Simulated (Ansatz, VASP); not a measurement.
**One calculation of AlFe3C, two programs**

INCAR

```
PREC     = Accurate       # precision mode
ENCUT    = 520            # plane-wave cutoff, eV
EDIFF    = 1E-6           # SCF threshold, eV
ISMEAR   = -1             # smearing method
SIGMA    = 0.1            # smearing width, eV
LREAL    = F              # projectors in reciprocal space
LASPH    = T              # aspherical terms in the spheres
NELM     = 150            # most SCF steps
ALGO     = Normal         # electronic algorithm
ISIF     = 2              # what is computed and relaxed
LWAVE    = F              # write WAVECAR
LCHARG   = F              # write CHGCAR
ISPIN    = 2              # spin polarisation
MAGMOM   = 0 4.5 4.5 4.5 0 # initial moments
LORBIT   = 11             # projections on sites
LMAXMIX  = 4              # l up to which the mixer works
NBANDS   = 28             # bands
```

The input KPOINTS:

```
regular mesh
0
Gamma
  6 6 6
```

The input POSCAR:

```
AlFe3C
1.0
    3.8023660683      0.0000000000      0.0000000000
    0.0000000000      3.8023660683      0.0000000000
    0.0000000000      0.0000000000      3.8023660683
Al Fe C
1 3 1
Direct
    0.0000000000      0.0000000000      0.0000000000
    0.0000000000      0.5000000000      0.5000000000
    0.5000000000      0.5000000000      0.0000000000
    0.5000000000      0.0000000000      0.5000000000
    0.5000000000      0.5000000000      0.5000000000
```

Input for Ansatz:

```yaml
crystal:
  lattice:
    - [3.802366068306743, 0.0, 0.0]
    - [0.0, 3.802366068306743, 0.0]
    - [0.0, 0.0, 3.802366068306743]
  atoms:
    - { symbol: Al, position: [0.0, 0.0, 0.0] }
    - { symbol: Fe, position: [0.0, 0.5, 0.5], spin: 4.5 }
    - { symbol: Fe, position: [0.5, 0.5, 0.0], spin: 4.5 }
    - { symbol: Fe, position: [0.5, 0.0, 0.5], spin: 4.5 }
    - { symbol: C, position: [0.5, 0.5, 0.5] }
basis:
  ecutwfc: 550.0
kpoints:
  mp_grid:
    grid: [6, 6, 6]
hamiltonian:
  xc: lda
magnetization:
  spin_polarized: true
scf:
  occupations:
    method: fermi_dirac
    width: 0.1
```

Alike in both runs: task single point; functional LDA; k mesh 6 × 6 × 6; occupations fermi-dirac, width 0.1 eV; collinear spin.

```csv
,VASP,Ansatz
version,VASP 6.6.1,Ansatz 0.2.0
potentials or method,"VASP PAW LDA potentials, release 64 (Al, Fe, C), cutoff 520 eV","plane waves, PAW"
valence electrons in the cell,31,55
```

Ansatz gave:

```
net moment per atom (μB)                                      : 0.54
size of the moment on the site where the two differ most (μB) : 0.89
```

Q: Which values does VASP return?

A: net moment per atom (μB): 0.48; size of the moment on the site where the two differ most (μB): 0.84.

LDA's correlation is that of Perdew and Zunger in VASP and of Perdew and Wang (1992) in Ansatz. Site moments also hang on the region over which each program counts them. VASP's potentials hold 31 valence electrons a cell and Ansatz's 55, so a difference there can come from the potentials and not from the codes. Ansatz's warnings: given moment on shells.
